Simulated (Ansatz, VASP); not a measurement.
**SiC: VASP beside Ansatz**

```
Si C
1.0
     0.00000    2.11271    2.21924
     2.11271    0.00000    2.21924
     2.11271    2.11271    0.00000
Si C
1 1
Direct
  0.00000 0.00000 0.00000
  0.25000 0.25000 0.25000
```

Change from the starting cell: epitaxial_xy strain -3.0%.

Alike in both runs: task single point; functional PBE; k mesh 10 × 10 × 10; occupations fermi-dirac, width 0.02 eV; no spin polarisation.

|  | VASP | Ansatz |
| --- | --- | --- |
| version | VASP 6.6.1 | Ansatz 0.2.0 |
| potentials or method | VASP PAW PBE potentials, release 64 (Si, C) | plane waves, PAW |
| plane-wave cutoff (eV) | 520 | 420 |
| valence electrons in the cell | 8 | 8 |

|  | VASP | Ansatz | Ansatz less VASP |
| --- | --- | --- | --- |
| gap on the k mesh at the Fermi level (eV) | 1.05 | 1.05 | +0.002 |
| pressure (GPa) | 13.6 | 13.7 | +0.08 |
| traceless stress, the component that is largest in VASP (GPa) | -9.43 | -9.41 | +0.026 |
